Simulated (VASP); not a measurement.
CdTe:

```
Te Cd
1.0
     0.00000    3.20500    3.20500
     3.20500    0.00000    3.20500
     3.20500    3.20500    0.00000
Te Cd
1 1
Direct
  0.75000 0.75000 0.75000
  0.00000 0.00000 0.00000
```

- Program: VASP 6.6.1
- Task: relaxation of cell and atoms
- Functional: BLYP
- Potentials or basis: VASP PAW PBE potentials, release 64 (Te, Cd)
- Cutoff: 600 eV
- k mesh: 7 × 7 × 7
- Occupations: fermi-dirac, width 0.05 eV
- Spin: no spin polarisation

At the start: pressure 7.2 GPa; volume 32.92 Å³/atom.

Question: How do energy, volume and symmetry change on relaxing?

Answer: Over 3 steps the energy falls by 114.2 meV/atom and the volume is 38.82 Å³/atom (+17.9 %); space group F-43m (No. 216, to 0.05 Å).

The path:
```
step  energy change (eV)  largest force (eV/Å)  pressure (GPa)  volume (Å³)
   1              0.0000                0.0000            7.22        65.84
   2             -0.2171                0.0000           -1.06        81.02
   3             -0.2283                0.0000            0.06        77.63
```

Final structure:
```
Te Cd
1.0
     0.00000    3.38589    3.38589
     3.38589    0.00000    3.38589
     3.38589    3.38589    0.00000
Te Cd
1 1
Direct
  0.75000 0.75000 0.75000
  0.00000 0.00000 0.00000
```

Caveat: the volume moved by over 15 % at a fixed basis, so the end points are rough; the PAW data sets were made with another functional, which shifts forces and pressure a little; the volume moved by +18 % from the deposited cell, more than functionals usually miss.
